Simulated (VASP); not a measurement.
A run of VASP 6.6.1 is set up as follows.

Contents of INCAR:

```
SYSTEM = ScIr3C
PREC = Accurate
ENCUT = 520
EDIFF = 1E-6
ISMEAR = -1
SIGMA = 0.1
LREAL = .FALSE.
LASPH = .TRUE.
NELM = 100
ALGO = Normal
ISIF = 2
LWAVE = .FALSE.
LCHARG = .FALSE.
GGA = PS
NBANDS = 29
```

The input KPOINTS:

```
regular mesh
0
G
  5 5 5
  0 0 0
```

The input POSCAR:

```
ScIr3C
1.0
    4.6851360000      0.0000000000      0.0000000000
    0.0000000000      4.6851360000      0.0000000000
    0.0000000000      0.0000000000      4.6851360000
Sc Ir C
1 3 1
Direct
   -0.0213440976      0.0000000000      0.0000000000
    0.5000000000      0.0000000000      0.0000000000
    0.0000000000      0.5000000000      0.0000000000
    0.0000000000      0.0000000000      0.5000000000
    0.5000000000      0.5000000000      0.5000000000
```

Potentials or basis: VASP PAW PBE potentials, release 64 (Sc_sv, Ir, C).

Run with:

```sh
$ cat potpaw_PBE.64/Sc_sv/POTCAR potpaw_PBE.64/Ir/POTCAR potpaw_PBE.64/C/POTCAR > POTCAR
$ mpirun -np 1 vasp_std > vasp.out
```

Q: Estimate the band gap on the k mesh.

A: Zero (band 21 reaches 3.29 eV, above the bottom of band 22 at 2.86 eV).

Q: Predict the pressure.

A: -4.7 GPa.

Forces on the atoms (eV/Å):
```
Sc   1.764  0.000  0.000
Ir  -2.256  0.000  0.000
Ir   0.248  0.000  0.000
Ir   0.248  0.000  0.000
C   -0.004  0.000  0.000
```

Caveat: the PAW data sets were made with another functional, which shifts forces and pressure a little; spin-orbit coupling is left out, which moves the levels of the heavy elements.
